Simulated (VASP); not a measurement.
Runs of VASP 6.6.1 on TaN. The structure is that of space group P-6m2 (No. 187), or close to it. The cells are those of the table. 

```tsv
potentials or basis	cell	cutoff (eV)	gap on the mesh (eV)	pressure (GPa)
VASP PAW PBE potentials, release 64 (Ta_sv_GW, N)	a = 2.802, b = 2.802, c = 2.751 Å, angles 90.0, 90.0, 120.0°, 2 atoms	700	none	61.6
VASP PAW PBE potentials, release 64 (Ta_pv, N)	a = 2.957, b = 2.957, c = 3.145 Å, angles 90.0, 90.0, 120.0°, 2 atoms	520	none	-32.0
VASP PAW PBE potentials, release 64 (Ta_pv, N)	a = 3.057, b = 3.057, c = 2.942 Å, angles 90.0, 90.0, 120.0°, 2 atoms	520	none	-31.3
VASP PAW PBE potentials, release 64 (Ta_pv, N)	a = 2.976, b = 2.976, c = 3.103 Å, angles 90.0, 90.0, 120.0°, 2 atoms	520	none	(a)
VASP PAW PBE potentials, release 64 (Ta_pv, N)	a = 2.991, b = 2.991, c = 3.182 Å, angles 90.0, 90.0, 120.0°, 2 atoms	520	none	-38.8
VASP PAW PBE potentials, release 64 (Ta_pv, N)	a = 3.114, b = 3.114, c = 2.937 Å, angles 90.0, 90.0, 120.0°, 2 atoms	520	none	-37.7
VASP PAW PBE potentials, release 64 (Ta_pv, N)	a = 3.156, b = 3.156, c = 2.859 Å, angles 90.0, 90.0, 120.0°, 2 atoms	520	none	-36.0
VASP PAW PBE potentials, release 64 (Ta_pv, N)	a = 3.098, b = 3.098, c = 2.864 Å, angles 90.0, 90.0, 120.0°, 2 atoms	520	none	(b)
```

Alike in all rows: task single point; level PBEsol; no spin polarisation; k mesh 21 × 21 × 18; smearing gaussian 0.15 eV.

**Question.** Estimate the missing entries.

**Answer.** (a) -32.2; (b) -29.8.

Caveats: the PAW data sets were made with another functional, which shifts forces and pressure a little; spin-orbit coupling is left out, which moves the levels of the heavy elements; the stress differs along the axes, from 59 to 66 GPa (at least some runs); the stress differs along the axes, from -62 to -17 GPa (at least some runs); the stress differs along the axes, from -34 to -27 GPa (at least some runs); the stress differs along the axes, from -55 to -21 GPa (at least some runs); the stress differs along the axes, from -67 to -25 GPa (at least some runs).

A k mesh can miss the band edges, and the runs leave out spin-orbit coupling on Ta.

A gap of «none» marks levels without a gap at the run's occupations.

The runs don't all hold the same shells in valence.
